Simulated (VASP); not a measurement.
# CO in VASP: further runs, part 2 of 2

VASP 6.6.1. Earlier steps stand in the parts before.

## (3) Relaxation of the atoms, PBE

INCAR

```
SYSTEM = CO
  ALGO = Normal
  EDIFF = 1E-7
  EDIFFG = -0.001
  ENCUT = 520
  GGA = PE
  IBRION = 2
  ISIF = 2
  ISMEAR = 0
  LASPH = .True.
  LCHARG = .False.
  LREAL = .False.
  LWAVE = .False.
  NELM = 100
  NSW = 80
  PREC = Accurate
  SIGMA = 0.01
```

KPOINTS

```
k-points
0
Gamma
  1 1 1
  0 0 0
```

POSCAR

```
CO
1.0
   10.0000000000      0.0000000000      0.0000000000
    0.0000000000     10.0000000000      0.0000000000
    0.0000000000      0.0000000000     11.0000000000
C O
1 1
Direct
    0.5000000000      0.5000000000      0.4545454545
    0.5000000000      0.5000000000      0.5572727273
```

Potentials or basis: VASP PAW PBE potentials, release 64 (C, O).

Run with:

```sh
$ cat potpaw_PBE.64/C/POTCAR potpaw_PBE.64/O/POTCAR > POTCAR
$ mpirun -np 1 vasp_gam > vasp.out
```

OUTCAR:

```text
SYSTEM = CO
   EDIFF = 1E-7
   EDIFFG = -0.001
   ENCUT = 520
   GGA = PE
   IBRION = 2
   ISIF = 2
   ISMEAR = 0
   LASPH = .True.
   LREAL = .False.
   NELM = 100
   NSW = 80
   PREC = Accurate

 ion  position               nearest neighbor table
   1  0.500  0.500  0.455-   2 1.13
   2  0.500  0.500  0.557-   1 1.13

  LATTYP: Found a simple tetragonal cell.
 ALAT       =    10.0000000000
 C/A-ratio  =     1.1000000000

  Lattice vectors:

 A1 = (  10.0000000000,   0.0000000000,   0.0000000000)
 A2 = (   0.0000000000,  10.0000000000,   0.0000000000)
 A3 = (   0.0000000000,   0.0000000000,  11.0000000000)

Analysis of symmetry for initial positions (statically):
=====================================================================
 Subroutine PRICEL returns:
 Original cell was already a primitive cell.

 Routine SETGRP: Setting up the symmetry group for a
 simple tetragonal supercell.

 Subroutine GETGRP returns: Found  8 space group operations
 (whereof  8 operations were pure point group operations)
 out of a pool of 16 trial point group operations.

The static configuration has the point symmetry C_4v.

Analysis of symmetry for dynamics (positions and initial velocities):
=====================================================================
 Subroutine PRICEL returns:
 Original cell was already a primitive cell.

 Routine SETGRP: Setting up the symmetry group for a
 simple tetragonal supercell.

 Subroutine GETGRP returns: Found  8 space group operations
 (whereof  8 operations were pure point group operations)
 out of a pool of 16 trial point group operations.

The dynamic configuration has the point symmetry C_4v.

 Subroutine INISYM returns: Found  8 space group operations
 (whereof  8 operations are pure point group operations),
 and found     1 'primitive' translations

----------------------------------------------------------------------------------------

                                     Primitive cell

  volume of cell :    1100.0000

  direct lattice vectors                    reciprocal lattice vectors
    10.000000000  0.000000000  0.000000000     0.100000000  0.000000000  0.000000000
     0.000000000 10.000000000  0.000000000     0.000000000  0.100000000  0.000000000
     0.000000000  0.000000000 11.000000000     0.000000000  0.000000000  0.090909091

  length of vectors
    10.000000000 10.000000000 11.000000000     0.100000000  0.100000000  0.090909091

  position of ions in fractional coordinates (direct lattice)
     0.500000000  0.500000000  0.454545454
     0.500000000  0.500000000  0.557272727

  ion indices of the primitive-cell ions
   primitive index   ion index
                 1           1
                 2           2

----------------------------------------------------------------------------------------

 KPOINTS: k-points

Automatic generation of k-mesh.
 Grid dimensions read from file:
 generate k-points for:    1    1    1

 Generating k-lattice:

  Cartesian coordinates                     Fractional coordinates (reciprocal lattice)
     0.100000000  0.000000000  0.000000000     1.000000000  0.000000000  0.000000000
     0.000000000  0.100000000  0.000000000     0.000000000  1.000000000  0.000000000
     0.000000000  0.000000000  0.090909091     0.000000000  0.000000000  1.000000000

  Length of vectors
     0.100000000  0.100000000  0.090909091

  Shift w.r.t. Gamma in fractional coordinates (k-lattice)
     0.000000000  0.000000000  0.000000000

 Subroutine IBZKPT returns following result:
 ===========================================

 Found      1 irreducible k-points:

 Following reciprocal coordinates:
            Coordinates               Weight
  0.000000  0.000000  0.000000      1.000000
   k-points           NKPTS =      1   k-points in BZ     NKDIM =      1   number of bands    NBANDS=      9
   number of dos      NEDOS =    301   number of ions     NIONS =      2
   total plane-waves  NPLWV = 537600
   dimension x,y,z NGX =    80 NGY =   80 NGZ =   84
   dimension x,y,z NGXF=   160 NGYF=  160 NGZF=  168
   ions per type =               1   1
   NGX,Y,Z   is equivalent  to a cutoff of  13.30, 13.30, 12.70 a.u.
   NGXF,Y,Z  is equivalent  to a cutoff of  26.60, 26.60, 25.39 a.u.
 SYSTEM =  CO
   PREC   = accura    normal or accurate (medium, high low for compatibility)
   ISTART =      0    job   : 0-new  1-cont  2-samecut
   ICHARG =      2    charge: 1-file 2-atom 10-const
   ISPIN  =      1    spin polarized calculation?
   LNONCOLLINEAR =      F non collinear calculations
   LSORBIT =      F    spin-orbit coupling
   LASPH  =      T    aspherical Exc in radial PAW
   ENCUT  =  520.0 eV  38.22 Ry    6.18 a.u.  18.59 18.59 20.45*2*pi/ulx,y,z
   NELM   =    100;   NELMIN=  2; NELMDL= -5     # of ELM steps
   EDIFF  = 0.1E-06   stopping-criterion for ELM
   LREAL  =      F    real-space projection
   EDIFFG = -.1E-02   stopping-criterion for IOM
   NSW    =     80    number of steps for IOM
   IBRION =      2    ionic relax: 0-MD 1-quasi-New 2-CG
   NFREE  =      1    steps in history (QN), initial steepest desc. (CG)
   ISIF   =      2    stress and relaxation
   ISYM   =      2    0-nonsym 1-usesym 2-fastsym
   POTIM  = 0.5000    time-step for ionic-motion
   TEBEG  =    0.0;   TEEND  =   0.0 temperature during run
   PSTRESS=    0.0 pullay stress
   NELECT =      10.0000    total number of electrons
   NUPDOWN=      -1.0000    fix difference up-down
   EMIN   =  10.00;   EMAX   =-10.00  energy-range for DOS
   EFERMI =   0.00;   METHOD = LEGACY
   ISMEAR =     0;   SIGMA  =   0.01  broadening in eV -4-tet -1-fermi 0-gaus
   EFERMI_NEDOS =   21; number of points for ismear=-14 and -15
   IALGO  =     38    algorithm
   IMIX   =      4    mixing-type and parameters
     AMIX     =   0.40;   BMIX     =  1.00
     AMIX_MAG =   1.60;   BMIX_MAG =  1.00
  volume/ion in A,a.u.               =     550.00      3711.58
  Fermi-wavevector in a.u.,A,eV,Ry     =   0.341673  0.645668  1.588350  0.116740
  Thomas-Fermi vector in A             =   1.246405
   LORBIT       =      0    0 simple, 1 ext, 2 COOP (PROOUT), +10 PAW based schemes
   GGA     = PE    functional components
   LHFCALC =     F    Hartree Fock is set to
   AEXX    =    0.0000 exact exchange contribution
   IVDW    =     0    specifies the selected vdW correction
   LEPSILON=     F    determine dielectric tensor
   LRPA    =     F    only Hartree local field effects (RPA)
 conjugate gradient relaxation of ions
 non-spin polarized calculation
 Gauss-broadening in eV      SIGMA  =   0.01
  energy-cutoff  :      520.00
  volume of cell :     1100.00
 maximum number of plane-waves:     14859
 NGX is ok and might be reduce to    80
   NGX = 37   NGY = 37   NGZ = 41

--------------------------------------- Ionic step        1  -------------------------------------------

 number of electron      10.0000000 magnetization

 Free energy of the ion-electron system (eV)
  ---------------------------------------------------
  ext. energy  EPLUGINS =         0.00000000
  ---------------------------------------------------
  free energy    TOTEN  =       -14.78142335 eV

  energy without entropy =      -14.78142335  energy(sigma->0) =      -14.78142335

------------------------ aborting loop because EDIFF is reached ----------------------------------------

  FORCE on cell =-STRESS in cart. coord.  units (eV):
  Direction    XX          YY          ZZ          XY          YZ          ZX
  --------------------------------------------------------------------------------------
  -------------------------------------------------------------------------------------
  Total       -0.0368353     -0.0368353      1.7311823      0.0000000      0.0000000      0.0000000
  in kB       -0.0536515     -0.0536515      2.5215100      0.0000000      0.0000000      0.0000000
  external PRESSURE =       0.8047356 kB  Pullay stress =       0.0000000 kB
[... 89 lines left out ...]
  FREE ENERGIE OF THE ION-ELECTRON SYSTEM (eV)
  ---------------------------------------------------
  free  energy   TOTEN  =       -14.7916811807 eV

  energy  without entropy=      -14.7916811807  energy(sigma->0) =      -14.79168118

[... ionic steps 4 to 10 ...]

--------------------------------------- Ionic step       11  -------------------------------------------

 number of electron       9.9999999 magnetization

------------------------ aborting loop because EDIFF is reached ----------------------------------------
[... 67 lines left out ...]
--------------------------------------- Ionic step       13  -------------------------------------------

 number of electron       9.9999999 magnetization

 Free energy of the ion-electron system (eV)
  ---------------------------------------------------
  ext. energy  EPLUGINS =         0.00000000
  ---------------------------------------------------
  free energy    TOTEN  =       -14.79170504 eV

  energy without entropy =      -14.79170504  energy(sigma->0) =      -14.79170504

 E-fermi :  -8.8239     XC(G=0):  -0.5765

 val. band max:       -8.9395174072   @ k =   0.0000   0.0000   0.0000
 cond. band min:      -2.0259887207   @ k =   0.0000   0.0000   0.0000
 fundamental gap:      6.9135286865
 Fermi energy:        -8.8239452263

 k-point     1 :       0.0000    0.0000    0.0000
  band No.  band energies     occupation
      1     -29.1300      2.00000
      2     -13.9280      2.00000
      3     -11.6143      2.00000
      4     -11.6143      2.00000
      5      -8.9395      2.00000
      6      -2.0260      0.00000
      7      -2.0260      0.00000
      8      -0.1969      0.00000
      9       0.8678      0.00000
[... 27 lines left out ...]
  FREE ENERGIE OF THE ION-ELECTRON SYSTEM (eV)
  ---------------------------------------------------
  free  energy   TOTEN  =       -14.7917050378 eV

  energy  without entropy=      -14.7917050378  energy(sigma->0) =      -14.79170504

 reached required accuracy - stopping structural energy minimisation
```

CONTCAR:

```text
CO
   1.00000000000000
    10.0000000000000000    0.0000000000000000    0.0000000000000000
     0.0000000000000000   10.0000000000000000    0.0000000000000000
     0.0000000000000000    0.0000000000000000   11.0000000000000000
  C               O
     1     1
Direct
     0.5000000000000000    0.5000000000000000    0.4539438362867773
     0.5000000000000000    0.5000000000000000    0.5578743455132251

  0.00000000E+00  0.00000000E+00  0.00000000E+00
  0.00000000E+00  0.00000000E+00  0.00000000E+00
```

Wall time 3.5 min (1 thread of Intel Xeon 6975P-C (Granite Rapids), shared host); peak memory 1 GiB.

What came out:

```yaml
Free_energy: -14.7917 eV
Energy_gained_by_relaxing: 5.1 meV/atom
Ionic_steps: 13
Gap_between_the_frontier_levels: 6.91 eV
```

Step by step:
| step | energy change (eV) | largest force (eV/Å) | pressure (GPa) |
| --- | --- | --- | --- |
| 1 | 0.0000 | 1.5796 | 0.08 |
| 2 | 0.7904 | 9.7416 | -0.61 |
| 3 | -0.0103 | 0.0732 | -0.01 |
| 4 | -0.0103 | 0.0034 | -0.01 |
| 5 | -0.0103 | 0.0269 | 0.00 |
| 6 | -0.0103 | 0.0230 | 0.00 |
| 7 | -0.0103 | 0.0112 | -0.01 |
| 8 | -0.0103 | 0.0101 | -0.01 |
| 9 | -0.0103 | 0.0092 | -0.01 |
| 10 | -0.0103 | 0.0077 | -0.01 |
| 11 | -0.0103 | 0.0045 | -0.01 |
| 12 | -0.0103 | 0.0019 | -0.01 |
| 13 | -0.0103 | 0.0005 | -0.01 |

Final structure:
```
C O
1.0
    10.00000    0.00000    0.00000
     0.00000   10.00000    0.00000
     0.00000    0.00000   11.00000
C O
1 1
Direct
  0.50000 0.50000 0.45394
  0.50000 0.50000 0.55787
```
